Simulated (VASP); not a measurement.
## Cu12C: single point with PBE

The system is Cu12C, a slab with vacuum.

```
Cu C
1.0
     5.13324    0.00000    0.00000
    -2.56662    4.44552    0.00000
     0.00000    0.00000   19.62363
Cu C
12 1
Direct
  0.33333 0.16667 0.20384
  0.33333 0.66667 0.20384
  0.83333 0.16667 0.20384
  0.83333 0.66667 0.20384
  0.16667 0.33333 0.30890
  0.16667 0.83333 0.30890
  0.66667 0.33333 0.30890
  0.66667 0.83333 0.30890
  0.00000 0.00000 0.41397
  0.00000 0.50000 0.41397
  0.50000 0.00000 0.41397
  0.50000 0.50000 0.41397
  0.00000 0.00000 0.50175
```

```yaml
Program: VASP 6.6.1
Task: single point
Functional: PBE
Potentials_or_basis: VASP PAW PBE potentials, release 64 (Cu, C)
Cutoff: 520 eV
k_mesh: 6 × 6 × 1
Occupations: gaussian, width 0.1 eV
Spin: no spin polarisation
```

* Largest force: 0.646 eV/Å
* Band gap on the k mesh: zero (bands 68 and 69 overlap by 0.20 eV)

Forces in eV/Å, atoms in the order of the input:
```
Cu  -0.024 -0.014 -0.037
Cu   0.000  0.000 -0.034
Cu   0.024 -0.014 -0.037
Cu   0.000  0.028 -0.037
Cu   0.000  0.028 -0.067
Cu   0.024 -0.014 -0.067
Cu   0.000  0.000 -0.016
Cu  -0.024 -0.014 -0.067
Cu   0.000  0.000 -0.646
Cu   0.036  0.021  0.295
Cu   0.000 -0.041  0.295
Cu  -0.036  0.021  0.295
C    0.000  0.000  0.120
```

Levels at points of the mesh, in eV from the Fermi level:
| k point | band 65 | band 66 | band 67 | band 68 | band 69 | band 70 | band 71 | band 72 |
| --- | --- | --- | --- | --- | --- | --- | --- | --- |
| (0.00, 0.00, 0.00) | -0.75 | -0.75 | -0.15 | 0.11 | 0.46 | 0.46 | 1.15 | 1.37 |
| (0.50, 0.00, 0.00) | -1.50 | -0.36 | -0.24 | -0.21 | -0.09 | 0.29 | 0.89 | 1.43 |

It took 9.4 min on 1 thread of Intel(R) Xeon(R) Platinum 8488C (Sapphire Rapids) (shared host), peak memory 0.64 GiB.
